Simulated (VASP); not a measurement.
# Fe (Fm-3m) in VASP: single point with PBEsol

Aim: the single point of Fe with PBEsol.

Program: VASP 6.6.1. These are calculated values, not measurements. Logs are shortened: lines on timing, memory, paths and dates and some standing lists are left out, and cuts for length are marked.

### 1 The cell of the first run

Symmetry: Fm-3m, No. 225, cubic system. The conventional cell has a = 3.406 Å, b = 3.406 Å, c = 3.406 Å, α = 90.00°, β = 90.00°, γ = 90.00°. Within 3.2 Å of Fe (site symmetry m-3m) lie 12 Fe at 2.41 Å.

### 2 Single point, PBEsol

Contents of INCAR:

```
PREC = Accurate ; ENCUT = 520
EDIFF = 1E-6 ; ISMEAR = -1
SIGMA = 0.13605693000000002 ; LREAL = False
LASPH = True ; NELM = 80
ALGO = Normal ; ISIF = 2
LWAVE = False ; LCHARG = False
GGA = PS ; NBANDS = 10
```

Contents of KPOINTS:

```
Automatic mesh
0
Gamma
  16 16 16
```

Contents of POSCAR:

```
Fe
1.0
    0.0000000000      1.7032234113      1.7032234113
    1.7032234113      0.0000000000      1.7032234113
    1.7032234113      1.7032234113      0.0000000000
Fe
1
Direct
    0.0000000000      0.0000000000      0.0000000000
```

Potentials or basis: VASP PAW PBE potentials, release 64 (Fe).

Launch:

```console
$ cat potpaw_PBE.64/Fe/POTCAR > POTCAR
$ mpirun -np 1 vasp_std > vasp.out
```

OUTCAR:

```text
PREC = Accurate
   ENCUT = 520
   EDIFF = 1E-6
   ISMEAR = -1
   LREAL = False
   LASPH = True
   NELM = 80
   ISIF = 2
   GGA = PS

 ion  position               nearest neighbor table
   1  0.000  0.000  0.000-

  LATTYP: Found a face centered cubic cell.
 ALAT       =     3.4064468226

  Lattice vectors:

 A1 = (   0.0000000000,   1.7032234113,   1.7032234113)
 A2 = (   1.7032234113,   0.0000000000,   1.7032234113)
 A3 = (   1.7032234113,   1.7032234113,   0.0000000000)

Analysis of symmetry for initial positions (statically):
=====================================================================
 Subroutine PRICEL returns:
 Original cell was already a primitive cell.

 Routine SETGRP: Setting up the symmetry group for a
 face centered cubic supercell.

 Subroutine GETGRP returns: Found 48 space group operations
 (whereof 48 operations were pure point group operations)
 out of a pool of 48 trial point group operations.

The static configuration has the point symmetry O_h .

Analysis of symmetry for dynamics (positions and initial velocities):
=====================================================================
 Subroutine PRICEL returns:
 Original cell was already a primitive cell.

 Routine SETGRP: Setting up the symmetry group for a
 face centered cubic supercell.

 Subroutine GETGRP returns: Found 48 space group operations
 (whereof 48 operations were pure point group operations)
 out of a pool of 48 trial point group operations.

The dynamic configuration has the point symmetry O_h .

 Subroutine INISYM returns: Found 48 space group operations
 (whereof 48 operations are pure point group operations),
 and found     1 'primitive' translations

----------------------------------------------------------------------------------------

                                     Primitive cell

  volume of cell :       9.8820

  direct lattice vectors                    reciprocal lattice vectors
     0.000000000  1.703223411  1.703223411    -0.293561019  0.293561019  0.293561019
     1.703223411  0.000000000  1.703223411     0.293561019 -0.293561019  0.293561019
     1.703223411  1.703223411  0.000000000     0.293561019  0.293561019 -0.293561019

  length of vectors
     2.408721648  2.408721648  2.408721648     0.508462600  0.508462600  0.508462600

  position of ions in fractional coordinates (direct lattice)
     0.000000000  0.000000000  0.000000000

  ion indices of the primitive-cell ions
   primitive index   ion index
                 1           1

----------------------------------------------------------------------------------------

 KPOINTS: Automatic mesh

Automatic generation of k-mesh.
 Grid dimensions read from file:
 generate k-points for:   16   16   16

 Generating k-lattice:

  Cartesian coordinates                     Fractional coordinates (reciprocal lattice)
    -0.018347564  0.018347564  0.018347564     0.062500000  0.000000000  0.000000000
     0.018347564 -0.018347564  0.018347564     0.000000000  0.062500000  0.000000000
     0.018347564  0.018347564 -0.018347564     0.000000000  0.000000000  0.062500000

  Length of vectors
     0.031778912  0.031778912  0.031778912

  Shift w.r.t. Gamma in fractional coordinates (k-lattice)
     0.000000000  0.000000000  0.000000000

 Subroutine IBZKPT returns following result:
 ===========================================

 Found    145 irreducible k-points:

 Following reciprocal coordinates:
            Coordinates               Weight
  0.000000  0.000000  0.000000      1.000000
  0.062500  0.000000  0.000000      8.000000
  0.125000  0.000000  0.000000      8.000000
  0.187500  0.000000  0.000000      8.000000
  0.250000  0.000000  0.000000      8.000000
  0.312500  0.000000  0.000000      8.000000
[... 16 lines left out ...]
 -0.125000  0.062500  0.000000     24.000000
 -0.062500  0.062500  0.000000     12.000000
 [... further k-points ...]
   k-points           NKPTS =    145   k-points in BZ     NKDIM =    145   number of bands    NBANDS=     10
   number of dos      NEDOS =    301   number of ions     NIONS =      1
   total plane-waves  NPLWV =   5832
   dimension x,y,z NGX =    18 NGY =   18 NGZ =   18
   dimension x,y,z NGXF=    36 NGYF=   36 NGZF=   36
   ions per type =               1
   NGX,Y,Z   is equivalent  to a cutoff of  12.42, 12.42, 12.42 a.u.
   NGXF,Y,Z  is equivalent  to a cutoff of  24.85, 24.85, 24.85 a.u.
 SYSTEM =  unknown system
   PREC   = accura    normal or accurate (medium, high low for compatibility)
   ISTART =      0    job   : 0-new  1-cont  2-samecut
   ICHARG =      2    charge: 1-file 2-atom 10-const
   ISPIN  =      1    spin polarized calculation?
   LNONCOLLINEAR =      F non collinear calculations
   LSORBIT =      F    spin-orbit coupling
   LASPH  =      T    aspherical Exc in radial PAW
   ENCUT  =  520.0 eV  38.22 Ry    6.18 a.u.   4.48  4.48  4.48*2*pi/ulx,y,z
   NELM   =     80;   NELMIN=  2; NELMDL= -5     # of ELM steps
   EDIFF  = 0.1E-05   stopping-criterion for ELM
   LREAL  =      F    real-space projection
   EDIFFG = 0.1E-04   stopping-criterion for IOM
   NSW    =      0    number of steps for IOM
   IBRION =     -1    ionic relax: 0-MD 1-quasi-New 2-CG
   NFREE  =      0    steps in history (QN), initial steepest desc. (CG)
   ISIF   =      2    stress and relaxation
   ISYM   =      2    0-nonsym 1-usesym 2-fastsym
   POTIM  = 0.5000    time-step for ionic-motion
   TEBEG  =    0.0;   TEEND  =   0.0 temperature during run
   PSTRESS=    0.0 pullay stress
   NELECT =       8.0000    total number of electrons
   NUPDOWN=      -1.0000    fix difference up-down
   EMIN   =  10.00;   EMAX   =-10.00  energy-range for DOS
   EFERMI =   0.00;   METHOD = LEGACY
   ISMEAR =    -1;   SIGMA  =   0.14  broadening in eV -4-tet -1-fermi 0-gaus
   EFERMI_NEDOS =   21; number of points for ismear=-14 and -15
   IALGO  =     38    algorithm
   IMIX   =      4    mixing-type and parameters
     AMIX     =   0.40;   BMIX     =  1.00
     AMIX_MAG =   1.60;   BMIX_MAG =  1.00
  volume/ion in A,a.u.               =       9.88        66.69
  Fermi-wavevector in a.u.,A,eV,Ry     =   1.525773  2.883293 31.674128  2.327983
  Thomas-Fermi vector in A             =   2.633897
   LORBIT       =      0    0 simple, 1 ext, 2 COOP (PROOUT), +10 PAW based schemes
   GGA     = PS    functional components
   LHFCALC =     F    Hartree Fock is set to
   AEXX    =    0.0000 exact exchange contribution
   IVDW    =     0    specifies the selected vdW correction
   LEPSILON=     F    determine dielectric tensor
   LRPA    =     F    only Hartree local field effects (RPA)
 non-spin polarized calculation
  energy-cutoff  :      520.00
  volume of cell :        9.88
 maximum number of plane-waves:       283
 NGX is ok and might be reduce to    18
   NGX =  9   NGY =  9   NGZ =  9

 number of electron       8.0000003 magnetization

 Free energy of the ion-electron system (eV)
  ---------------------------------------------------
  ext. energy  EPLUGINS =         0.00000000
  ---------------------------------------------------
  free energy    TOTEN  =        -8.90218204 eV

  energy without entropy =       -8.80199625  energy(sigma->0) =       -8.85208915

 E-fermi :   7.0547     XC(G=0): -14.1331

 val. band max:        7.0541672699   @ k =  -0.1250   0.0625   0.0000
 cond. band min:       7.0653494945   @ k =  -0.3750   0.4375   0.1875
 fundamental gap:      0.0111822246
 Fermi energy:         7.0547405576

 k-point     1 :       0.0000    0.0000    0.0000
  band No.  band energies     occupation
      1      -2.0415      2.00000
      2       5.3223      1.99999
      3       5.3223      1.99999
      4       5.3223      1.99999
      5       6.9734      1.29036
      6       6.9734      1.29036
      7      30.6480      0.00000
      8      36.3723      0.00000
      9      36.3723      0.00000
     10      36.3723      0.00000

 k-point     2 :       0.0625    0.0000    0.0000
  band No.  band energies     occupation
      1      -1.8699      2.00000
      2       5.2560      2.00000
      3       5.3736      1.99999
      4       5.3736      1.99999
      5       6.9482      1.37272
      6       6.9482      1.37272
      7      30.4914      0.00000
      8      34.5201      0.00000
      9      36.2064      0.00000
     10      36.2064      0.00000

 k-point     3 :       0.1250    0.0000    0.0000
  band No.  band energies     occupation
      1      -1.3699      2.00000
      2       5.0823      2.00000
      3       5.5004      1.99998
      4       5.5004      1.99998
      5       6.9008      1.51225
      6       6.9008      1.51225
      7      29.3604      0.00000
      8      32.4922      0.00000
      9      35.8500      0.00000
     10      35.8500      0.00000

 k-point     4 :       0.1875    0.0000    0.0000
  band No.  band energies     occupation
      1      -0.5924      2.00000
      2       4.8766      2.00000
      3       5.6145      1.99995
      4       5.6145      1.99995
      5       6.9201      1.45806
      6       6.9201      1.45806
      7      26.7690      0.00000
      8      31.7129      0.00000
      9      35.4851      0.00000
     10      35.4851      0.00000
[... 222 lines left out ...]
 k-point    22 :      -0.1875    0.0625    0.0000
  band No.  band energies     occupation
      1      -0.1526      2.00000
      2       4.7398      2.00000
      3       5.6313      1.99994
      4       5.7106      1.99990
      5       6.7117      1.85124
      6       7.2252      0.44432
      7      25.8953      0.00000
      8      30.4260      0.00000
      9      34.5790      0.00000
     10      37.2026      0.00000

 k-point    23 :      -0.1250    0.0625    0.0000
  band No.  band energies     occupation
      1      -0.9943      2.00000
      2       4.9362      2.00000
      3       5.5938      1.99996
      4       5.5988      1.99995
      5       6.7131      1.84980
      6       7.0542      1.00211
      7      28.6708      0.00000
      8      31.1393      0.00000
      9      34.8759      0.00000
     10      37.2165      0.00000

 k-point    24 :      -0.0625    0.0625    0.0000
  band No.  band energies     occupation
      1      -1.5888      2.00000
      2       5.1374      2.00000
      3       5.4476      1.99999
      4       5.4732      1.99998
      5       6.8334      1.67156
      6       6.9938      1.22024
      7      30.1592      0.00000
      8      32.9074      0.00000
      9      35.1119      0.00000
     10      36.9381      0.00000

 [... further k-points ...]
[... 5 lines left out ...]
  --------------------------------------------------------------------------------------
  -------------------------------------------------------------------------------------
  Total        0.0170071      0.0170071      0.0170071      0.0000000     -0.0000000      0.0000000
  in kB        2.7573705      2.7573705      2.7573705      0.0000000     -0.0000000      0.0000000
  external PRESSURE =       2.7573705 kB  Pullay stress =       0.0000000 kB

 VOLUME and BASIS-vectors are now :
 -----------------------------------------------------------------------------
  energy-cutoff  :      520.00
  volume of cell :        9.88
      direct lattice vectors                 reciprocal lattice vectors
     0.000000000  1.703223411  1.703223411    -0.293561019  0.293561019  0.293561019
     1.703223411  0.000000000  1.703223411     0.293561019 -0.293561019  0.293561019
     1.703223411  1.703223411  0.000000000     0.293561019  0.293561019 -0.293561019

 POSITION                                       TOTAL-FORCE (eV/Angst)
 -----------------------------------------------------------------------------------
      0.00000      0.00000      0.00000         0.000000      0.000000     -0.000000
 -----------------------------------------------------------------------------------
    total drift:                                0.000000     -0.000000     -0.000000

  FREE ENERGIE OF THE ION-ELECTRON SYSTEM (eV)
  ---------------------------------------------------
  free  energy   TOTEN  =        -8.9021820426 eV

  energy  without entropy=       -8.8019962515  energy(sigma->0) =       -8.85208915
```

Run time: 15 s. Hardware: 1 thread of Intel Xeon 6975P-C, shared host; peak memory 0.13 GiB.

What came out:

```yaml
Free_energy: -8.9022 eV
Pressure: 0.3 GPa
Band_gap_on_the_k_mesh: zero (band 4 reaches 8.39 eV, above the bottom of band 5 at 6.18 eV)
```

Levels at points of the mesh, in eV from the Fermi level:
```tsv
k point	band 2	band 3	band 4	band 5	band 6	band 7
(0.00, 0.00, 0.00)	-1.73	-1.73	-1.73	-0.08	-0.08	23.59
(0.50, 0.00, 0.00)	-1.83	-1.83	0.15	1.05	1.05	8.66
(0.50, 0.50, 0.00)	-4.44	1.02	1.34	1.34	3.31	12.12
```

Caveat: the PAW data sets were made with another functional, which shifts forces and pressure a little; the run has no spin polarisation, though such a crystal can be magnetic. Spin polarisation is off, so any magnetic state and its effect on volume and gap are missing.
